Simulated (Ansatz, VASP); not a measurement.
# Mo: VASP beside Ansatz

```
CELL_PARAMETERS angstrom
2.77211 0.00000 0.00000
-1.38605 2.40071 0.00000
0.00000 0.00000 2.52412
ATOMIC_POSITIONS crystal
Mo 0.00000 0.00000 0.00000
```

Alike in both runs: functional PBE; k mesh 18 × 18 × 16; occupations fermi-dirac, width 0.08 eV; no spin polarisation.

Ansatz relaxed the structure, and its values are those at the end. VASP's run is a single point on that final structure, the one shown.

|  | VASP | Ansatz |
| --- | --- | --- |
| version | VASP 6.6.1 | Ansatz 0.2.0 |
| potentials or method | VASP PAW PBE potentials, release 64 (Mo_sv) | PAW with Ansatz's default frozen-core files, scalar-relativistic |
| plane-wave cutoff (eV) | 520 | 420 |
| valence electrons in the cell | 14 | 14 |

```tsv
	VASP	Ansatz	Ansatz less VASP
pressure (GPa)	0.5	0.0	-0.51
```
